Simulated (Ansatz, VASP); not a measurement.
# ZnSiP2 in VASP and in Ansatz

File INCAR:

```
  ALGO = Normal
  EDIFF = 1E-6
  ENCUT = 500
  GGA = PS
  GGA_COMPAT = False
  ISIF = 2
  ISMEAR = -1
  LASPH = True
  LCHARG = False
  LREAL = False
  LWAVE = False
  NBANDS = 36
  NELM = 120
  PREC = Accurate
  SIGMA = 0.05
```

File KPOINTS:

```
k-points
0
Gamma
  5 5 5
```

POSCAR

```
ZnSiP2
1.0
   -2.7565185035      2.7565185035      5.3659363262
    2.7565185035     -2.7565185035      5.3659363262
    2.7565185035      2.7565185035     -5.3659363262
Zn Si P
2 2 4
Direct
    0.0000000000      0.0000000000      0.0000000000
    0.7500000000      0.2500000000      0.5000000000
    0.5000000000      0.5000000000      0.0000000000
    0.2500000000      0.7500000000      0.5000000000
    0.3750000000      0.3923010000      0.5173010000
    0.8750000000      0.8576990000      0.4826990000
    0.6076990000      0.1250000000      0.9826990000
    0.1423010000      0.6250000000      0.0173010000
```

Input for Ansatz:

```yaml
crystal:
  lattice:
    - [-2.756518503518473, 2.756518503518473, 5.365936326224084]
    - [2.756518503518473, -2.756518503518473, 5.365936326224084]
    - [2.756518503518473, 2.756518503518473, -5.365936326224084]
  atoms:
    - { symbol: Zn, position: [0.0, 0.0, 0.0] }
    - { symbol: Zn, position: [0.75, 0.25, 0.5] }
    - { symbol: Si, position: [0.5, 0.5, 0.0] }
    - { symbol: Si, position: [0.25, 0.75, 0.5] }
    - { symbol: P, position: [0.375, 0.392301, 0.517301] }
    - { symbol: P, position: [0.875, 0.857699, 0.482699] }
    - { symbol: P, position: [0.607699, 0.125, 0.982699] }
    - { symbol: P, position: [0.142301, 0.625, 0.017301] }
basis:
  ecutwfc: 500.0
kpoints:
  mp_grid:
    grid: [5, 5, 5]
hamiltonian:
  xc: pbesol
  pseudopotentials:
    kind: paw
scf:
  occupations:
    method: fermi_dirac
    width: 0.05
output:
  stress: true
```

Alike in both runs: task single point; functional PBEsol; k mesh 5 × 5 × 5; occupations fermi-dirac, width 0.05 eV; no spin polarisation.

```csv
,VASP,Ansatz
version,VASP 6.6.1,Ansatz 0.2.0
potentials or method,"VASP PAW PBE potentials, release 64 (Zn, Si, P), cutoff 500 eV","plane waves, PAW"
valence electrons in the cell,52,52
```

Ansatz gave:

```
pressure (GPa)                                                : -6.6
traceless stress, the component that is largest in VASP (GPa) : 0.05
```

Task: Which values does VASP return?

Result: Pressure (GPa): -6.5; traceless stress, the component that is largest in VASP (GPa): 0.05.

VASP's potentials were made for PBE, not for PBEsol. With one functional, cell and mesh, what is left measures potentials, basis and numerics.
